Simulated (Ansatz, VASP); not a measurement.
**ZrC: VASP beside Ansatz**

The input INCAR:

```
SYSTEM = ZrC
PREC = Accurate
ENCUT = 520
EDIFF = 1E-6
ISMEAR = 0
SIGMA = 0.05
LREAL = .FALSE.
LASPH = .TRUE.
NELM = 60
ALGO = Normal
ISIF = 2
LWAVE = .FALSE.
LCHARG = .FALSE.
GGA = PE
NBANDS = 24
```

The input KPOINTS:

```
regular mesh
0
G
  8 8 12
  0 0 0
```

POSCAR

```
ZrC
1.0
    4.2425692316      0.0000000000      0.0000000000
    0.0000000000      4.2425692316      0.0000000000
    0.0000000000      0.0000000000      3.1123587551
Zr C
2 2
Direct
    0.5000000000      0.0000000000      0.2282707802
    0.0047141246      0.5000000000      0.7717292198
    0.0000000000      0.0000000000      0.0000000000
    0.5000000000      0.5000000000      0.0000000000
```

Input for Ansatz:

```yaml
crystal:
  lattice:
    - [4.2425692316, 0.0, 0.0]
    - [0.0, 4.2425692316, 0.0]
    - [0.0, 0.0, 3.1123587551]
  atoms:
    - { symbol: Zr, position: [0.5, 0.0, 0.2282707802] }
    - { symbol: Zr, position: [0.0047141246, 0.5, 0.7717292198] }
    - { symbol: C, position: [0.0, 0.0, 0.0] }
    - { symbol: C, position: [0.5, 0.5, 0.0] }
basis:
  ecutwfc: 420
  ecutrho_ratio: 4
kpoints:
  mp_grid: { grid: [8, 8, 12] }
hamiltonian:
  xc: pbe
scf:
  occupations: { method: gaussian, width: 0.05 }
output:
  forces: true
  stress: true
  eigenvalues: true
```

Alike in both runs: task single point; functional PBE; k mesh 8 × 8 × 12; occupations gaussian, width 0.05 eV; no spin polarisation.

|  | VASP | Ansatz |
| --- | --- | --- |
| version | VASP 6.6.1 | Ansatz 0.2.0 |
| potentials or method | VASP PAW PBE potentials, release 64 (Zr_sv, C), cutoff 520 eV | scalar-relativistic, plane waves, PAW |
| valence electrons in the cell | 32 | 32 |

Ansatz gave:

```
gap on the k mesh at the Fermi level (eV)                     : none
pressure (GPa)                                                : 0.0
traceless stress, the component that is largest in VASP (GPa) : 0.36
rms of the force components (eV/Å)                            : 0.087
```

Q: Estimate VASP's values.

A: gap on the k mesh at the Fermi level (eV): none; pressure (GPa): 0.2; traceless stress, the component that is largest in VASP (GPa): 0.36; rms of the force components (eV/Å): 0.088.

Atom by atom the forces differ by 0.008 eV/Å (rms over components). A gap of «none» marks a metal or a gap that the smearing closes. The functional is the same, so the differences come from potentials, cutoffs and numerics.
